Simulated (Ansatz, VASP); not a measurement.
Ti in VASP and in Ansatz

```
Ti
1.0
    -1.70719    1.70719    1.70719
     1.70719   -1.70719    1.70719
     1.70719    1.70719   -1.70719
Ti
1
Direct
  0.00000 0.00000 0.00000
```

Change from the starting cell: strain +0.050 along x and y, +0.050 along z, atoms carried along.

Alike in both runs: task single point; functional r2SCAN; k mesh 26 × 26 × 26; occupations gaussian, width 0.15 eV; no spin polarisation.

|  | VASP | Ansatz |
| --- | --- | --- |
| version | VASP 6.6.1 | Ansatz 0.2.0 |
| potentials or method | VASP PAW PBE potentials, release 64 (Ti_sv), cutoff 520 eV | scalar-relativistic, plane waves, PAW |
| valence electrons in the cell | 12 | 12 |

```csv
,VASP,Ansatz,Ansatz less VASP
gap on the k mesh at the Fermi level (eV),none,none,-
pressure (GPa),-12.3,-12.6,-0.28
```

VASP's potentials were made for PBE, not for r2SCAN. A gap of «none» marks a metal or a gap that the smearing closes.
